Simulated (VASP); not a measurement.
# Mg2Si3N (P6/mmm) in VASP: a series of runs

Mg2Si3N is run at these levels: PBE; tasks: single point.

Everything below comes from runs of VASP 6.6.1. Logs are shortened: lines on timing, memory, paths and dates and some standing lists are left out, and cuts for length are marked.

## Step 1: The cell of the first run

Symmetry: P6/mmm, No. 191, hexagonal system. The conventional cell has a = 5.410 Å, b = 5.410 Å, c = 3.278 Å, α = 90.00°, β = 90.00°, γ = 120.00°. Within 3.0 Å of Mg (site symmetry -6m2) lie 6 Si at 2.26 Å. Within 3.0 Å of Si (site symmetry mmm) lie 4 Mg at 2.26 Å and 4 Si at 2.71 Å. Within 4.1 Å of N (site symmetry 6/mmm) lie 6 Mg at 3.12 Å and 12 Si at 3.16 Å and 2 N at 3.28 Å.

## Step 2: Single point, PBE

The input, INCAR:

```
SYSTEM = Mg2Si3N
  PREC = Accurate
  ENCUT = 520
  EDIFF = 1E-7
  ISMEAR = 0
  SIGMA = 0.1
  LREAL = .False.
  LASPH = .True.
  NELM = 100
  ALGO = Normal
  ISIF = 2
  LWAVE = .False.
  LCHARG = .True.
  GGA = PE
  LELF = .True.
  LVHAR = .True.
  NBANDS = 20
```

The input, KPOINTS:

```
regular mesh
0
Gamma
  6 6 6
  0 0 0
```

The input, POSCAR:

```
Mg2Si3N
1.0
    5.4101795400      0.0000000000      0.0000000000
   -2.7050897700      4.6853529200      0.0000000000
    0.0000000000      0.0000000000      3.2775802100
Mg Si N
2 3 1
Direct
    0.3333333300      0.6666666700      0.0000000000
    0.6666666700      0.3333333300      0.0000000000
    0.5000000000      0.0000000000      0.5000000000
    0.5000000000      0.5000000000      0.5000000000
    0.0000000000      0.5000000000      0.5000000000
    0.0000000000      0.0000000000      0.0000000000
```

Potentials or basis: VASP PAW PBE potentials, release 64 (Mg, Si, N).

The run is started by

```
$ cat potpaw_PBE.64/Mg/POTCAR potpaw_PBE.64/Si/POTCAR potpaw_PBE.64/N/POTCAR > POTCAR
$ mpirun -np 1 vasp_std > vasp.out
```

OUTCAR:

```text
SYSTEM = Mg2Si3N
   PREC = Accurate
   ENCUT = 520
   EDIFF = 1E-7
   ISMEAR = 0
   LREAL = .False.
   LASPH = .True.
   NELM = 100
   ISIF = 2
   GGA = PE

 ion  position               nearest neighbor table
   1  0.333  0.667  0.000-   3 2.26   3 2.26   5 2.26   5 2.26   4 2.26   4 2.26   2 3.12   2 3.12
                             2 3.12
   2  0.667  0.333  0.000-   3 2.26   3 2.26   5 2.26   5 2.26   4 2.26   4 2.26   1 3.12   1 3.12
                             1 3.12
   3  0.500  0.000  0.500-   1 2.26   2 2.26   1 2.26   2 2.26   4 2.71   5 2.71   4 2.71   5 2.71

   4  0.500  0.500  0.500-   1 2.26   2 2.26   1 2.26   2 2.26   3 2.71   3 2.71   5 2.71   5 2.71

   5  0.000  0.500  0.500-   1 2.26   2 2.26   1 2.26   2 2.26   3 2.71   3 2.71   4 2.71   4 2.71

   6  0.000  0.000  0.000-

  LATTYP: Found a hexagonal cell.
 ALAT       =     5.4101795400
 C/A-ratio  =     0.6058172720

  Lattice vectors:

 A1 = (   5.4101795400,   0.0000000000,   0.0000000000)
 A2 = (  -2.7050897700,   4.6853529200,   0.0000000000)
 A3 = (   0.0000000000,   0.0000000000,   3.2775802100)

Analysis of symmetry for initial positions (statically):
=====================================================================
 Subroutine PRICEL returns:
 Original cell was already a primitive cell.

 Routine SETGRP: Setting up the symmetry group for a
 hexagonal supercell.

 Subroutine GETGRP returns: Found 24 space group operations
 (whereof 24 operations were pure point group operations)
 out of a pool of 24 trial point group operations.

The static configuration has the point symmetry D_6h.

Analysis of symmetry for dynamics (positions and initial velocities):
=====================================================================
 Subroutine PRICEL returns:
 Original cell was already a primitive cell.

 Routine SETGRP: Setting up the symmetry group for a
 hexagonal supercell.

 Subroutine GETGRP returns: Found 24 space group operations
 (whereof 24 operations were pure point group operations)
 out of a pool of 24 trial point group operations.

The dynamic configuration has the point symmetry D_6h.

 Subroutine INISYM returns: Found 24 space group operations
 (whereof 24 operations are pure point group operations),
 and found     1 'primitive' translations

----------------------------------------------------------------------------------------

                                     Primitive cell

  volume of cell :      83.0821

  direct lattice vectors                    reciprocal lattice vectors
     5.410179540  0.000000000  0.000000000     0.184836749  0.106715547  0.000000000
    -2.705089770  4.685352920  0.000000000     0.000000000  0.213431094  0.000000000
     0.000000000  0.000000000  3.277580210     0.000000000  0.000000000  0.305103136

  length of vectors
     5.410179540  5.410179539  3.277580210     0.213431094  0.213431094  0.305103136

  position of ions in fractional coordinates (direct lattice)
     0.333333330  0.666666670  0.000000000
     0.666666670  0.333333330  0.000000000
     0.500000000  0.000000000  0.500000000
     0.500000000  0.500000000  0.500000000
     0.000000000  0.500000000  0.500000000
     0.000000000  0.000000000  0.000000000

  ion indices of the primitive-cell ions
   primitive index   ion index
                 1           1
                 2           2
                 3           3
                 4           4
                 5           5
                 6           6

----------------------------------------------------------------------------------------

 KPOINTS: regular mesh

Automatic generation of k-mesh.
 Grid dimensions read from file:
 generate k-points for:    6    6    6

 Generating k-lattice:

  Cartesian coordinates                     Fractional coordinates (reciprocal lattice)
     0.030806125  0.017785925  0.000000000     0.166666667  0.000000000  0.000000000
     0.000000000  0.035571849  0.000000000     0.000000000  0.166666667  0.000000000
     0.000000000  0.000000000  0.050850523     0.000000000  0.000000000  0.166666667

  Length of vectors
     0.035571849  0.035571849  0.050850523

  Shift w.r.t. Gamma in fractional coordinates (k-lattice)
     0.000000000  0.000000000  0.000000000

 Subroutine IBZKPT returns following result:
 ===========================================

 Found     28 irreducible k-points:

 Following reciprocal coordinates:
            Coordinates               Weight
  0.000000  0.000000  0.000000      1.000000
  0.166667  0.000000  0.000000      6.000000
  0.333333  0.000000  0.000000      6.000000
  0.500000  0.000000  0.000000      3.000000
  0.166667  0.166667  0.000000      6.000000
  0.333333  0.166667  0.000000     12.000000
[... 16 lines left out ...]
  0.166667  0.000000  0.500000      6.000000
  0.333333  0.000000  0.500000      6.000000
 [... further k-points ...]
   k-points           NKPTS =     28   k-points in BZ     NKDIM =     28   number of bands    NBANDS=     20
   number of dos      NEDOS =    301   number of ions     NIONS =      6
   total plane-waves  NPLWV =  38400
   dimension x,y,z NGX =    40 NGY =   40 NGZ =   24
   dimension x,y,z NGXF=    80 NGYF=   80 NGZF=   48
   ions per type =               2   3   1
   NGX,Y,Z   is equivalent  to a cutoff of  12.29, 12.29, 12.17 a.u.
   NGXF,Y,Z  is equivalent  to a cutoff of  24.58, 24.58, 24.35 a.u.
 SYSTEM =  Mg2Si3N
   PREC   = accura    normal or accurate (medium, high low for compatibility)
   ISTART =      0    job   : 0-new  1-cont  2-samecut
   ICHARG =      2    charge: 1-file 2-atom 10-const
   ISPIN  =      1    spin polarized calculation?
   LNONCOLLINEAR =      F non collinear calculations
   LSORBIT =      F    spin-orbit coupling
   LASPH  =      T    aspherical Exc in radial PAW
   ENCUT  =  520.0 eV  38.22 Ry    6.18 a.u.  10.06 10.06  6.09*2*pi/ulx,y,z
   NELM   =    100;   NELMIN=  2; NELMDL= -5     # of ELM steps
   EDIFF  = 0.1E-06   stopping-criterion for ELM
   LREAL  =      F    real-space projection
   EDIFFG = 0.1E-05   stopping-criterion for IOM
   NSW    =      0    number of steps for IOM
   IBRION =     -1    ionic relax: 0-MD 1-quasi-New 2-CG
   NFREE  =      0    steps in history (QN), initial steepest desc. (CG)
   ISIF   =      2    stress and relaxation
   ISYM   =      2    0-nonsym 1-usesym 2-fastsym
   POTIM  = 0.5000    time-step for ionic-motion
   TEBEG  =    0.0;   TEEND  =   0.0 temperature during run
   PSTRESS=    0.0 pullay stress
   NELECT =      21.0000    total number of electrons
   NUPDOWN=      -1.0000    fix difference up-down
   EMIN   =  10.00;   EMAX   =-10.00  energy-range for DOS
   EFERMI =   0.00;   METHOD = LEGACY
   ISMEAR =     0;   SIGMA  =   0.10  broadening in eV -4-tet -1-fermi 0-gaus
   EFERMI_NEDOS =   21; number of points for ismear=-14 and -15
   IALGO  =     38    algorithm
   IMIX   =      4    mixing-type and parameters
     AMIX     =   0.40;   BMIX     =  1.00
     AMIX_MAG =   1.60;   BMIX_MAG =  1.00
  volume/ion in A,a.u.               =      13.85        93.44
  Fermi-wavevector in a.u.,A,eV,Ry     =   1.035092  1.956040 14.577484  1.071415
  Thomas-Fermi vector in A             =   2.169418
   LORBIT       =      0    0 simple, 1 ext, 2 COOP (PROOUT), +10 PAW based schemes
   GGA     = PE    functional components
   LHFCALC =     F    Hartree Fock is set to
   AEXX    =    0.0000 exact exchange contribution
   IVDW    =     0    specifies the selected vdW correction
   LEPSILON=     F    determine dielectric tensor
   LRPA    =     F    only Hartree local field effects (RPA)
 non-spin polarized calculation
 Gauss-broadening in eV      SIGMA  =   0.10
  energy-cutoff  :      520.00
  volume of cell :       83.08
 maximum number of plane-waves:      2256
   NGX = 21   NGY = 21   NGZ = 13

 number of electron      21.0000001 magnetization

 Free energy of the ion-electron system (eV)
  ---------------------------------------------------
  ext. energy  EPLUGINS =         0.00000000
  ---------------------------------------------------
  free energy    TOTEN  =       -14.37480059 eV

  energy without entropy =      -14.35219575  energy(sigma->0) =      -14.36349817

 E-fermi :   6.4987     XC(G=0): -10.5251

 val. band max:        6.4746170393   @ k =   0.0000   0.0000   0.1667
 cond. band min:       6.5015388427   @ k =   0.3333   0.3333   0.1667
 fundamental gap:      0.0269218034
 Fermi energy:         6.4987498294

 k-point     1 :       0.0000    0.0000    0.0000
  band No.  band energies     occupation
      1      -6.7443      2.00000
      2      -4.4942      2.00000
      3      -0.6615      2.00000
      4      -0.4430      2.00000
      5      -0.4430      2.00000
      6       2.1511      2.00000
[... 12 lines left out ...]
     19      12.9735      0.00000
     20      13.2687      0.00000

 k-point     2 :       0.1667    0.0000    0.0000
  band No.  band energies     occupation
      1      -6.6110      2.00000
      2      -4.5648      2.00000
      3      -1.9658      2.00000
      4      -0.6347      2.00000
      5       0.7627      2.00000
      6       2.6460      2.00000
[... 12 lines left out ...]
     19      13.0375      0.00000
     20      13.7885      0.00000

 k-point     3 :       0.3333    0.0000    0.0000
  band No.  band energies     occupation
      1      -6.2587      2.00000
      2      -4.7663      2.00000
      3      -3.0496      2.00000
      4      -0.9223      2.00000
      5       1.7383      2.00000
      6       3.8079      2.00000
[... 12 lines left out ...]
     19      13.5228      0.00000
     20      13.6855      0.00000

 k-point     4 :       0.5000    0.0000    0.0000
  band No.  band energies     occupation
      1      -5.9816      2.00000
      2      -4.9625      2.00000
      3      -3.4613      2.00000
      4      -1.0384      2.00000
      5       2.2571      2.00000
      6       4.6612      2.00000
[... 429 lines left out ...]
 k-point    23 :       0.1667    0.0000    0.5000
  band No.  band energies     occupation
      1      -5.4495      2.00000
      2      -3.8969      2.00000
      3      -0.3724      2.00000
      4       0.4280      2.00000
      5       1.4310      2.00000
      6       2.3595      2.00000
[... 12 lines left out ...]
     19      13.8533      0.00000
     20      13.8618      0.00000

 k-point    24 :       0.3333    0.0000    0.5000
  band No.  band energies     occupation
      1      -5.4113      2.00000
      2      -3.4970      2.00000
      3      -1.4869      2.00000
      4       0.4734      2.00000
      5       1.1637      2.00000
      6       2.3856      2.00000
[... 12 lines left out ...]
     19      13.9292      0.00000
     20      13.9322      0.00000

 [... further k-points ...]
[... 5 lines left out ...]
  --------------------------------------------------------------------------------------
  -------------------------------------------------------------------------------------
  Total       12.6947493     12.6947493     40.9857291      0.0000000     -0.0000000      0.0000000
  in kB      244.8090080    244.8090079    790.3799812      0.0000000     -0.0000000      0.0000000
  external PRESSURE =     426.6659990 kB  Pullay stress =       0.0000000 kB

 VOLUME and BASIS-vectors are now :
 -----------------------------------------------------------------------------
  energy-cutoff  :      520.00
  volume of cell :       83.08
      direct lattice vectors                 reciprocal lattice vectors
     5.410179540  0.000000000  0.000000000     0.184836749  0.106715547  0.000000000
    -2.705089770  4.685352920  0.000000000     0.000000000  0.213431094  0.000000000
     0.000000000  0.000000000  3.277580210     0.000000000  0.000000000  0.305103136

 POSITION                                       TOTAL-FORCE (eV/Angst)
 -----------------------------------------------------------------------------------
     -0.00000      3.12357      0.00000        -0.000000     -0.000000      0.000000
      2.70509      1.56178      0.00000         0.000000      0.000000     -0.000000
      2.70509      0.00000      1.63879        -0.000000      0.000000     -0.000000
      1.35254      2.34268      1.63879        -0.000000      0.000000     -0.000000
     -1.35254      2.34268      1.63879        -0.000000      0.000000     -0.000000
      0.00000      0.00000      0.00000        -0.000000      0.000000     -0.000000
 -----------------------------------------------------------------------------------
    total drift:                               -0.000000      0.000000     -0.000000

  FREE ENERGIE OF THE ION-ELECTRON SYSTEM (eV)
  ---------------------------------------------------
  free  energy   TOTEN  =       -14.3748005874 eV

  energy  without entropy=      -14.3521957492  energy(sigma->0) =      -14.36349817
```

Run time: 42 s. Hardware: 1 thread of Intel Xeon 6975P-C, shared host; peak memory 0.21 GiB.

Results:

* Free energy: -14.3748 eV
* Pressure: 42.7 GPa

(Continued in part 2 of 2.)
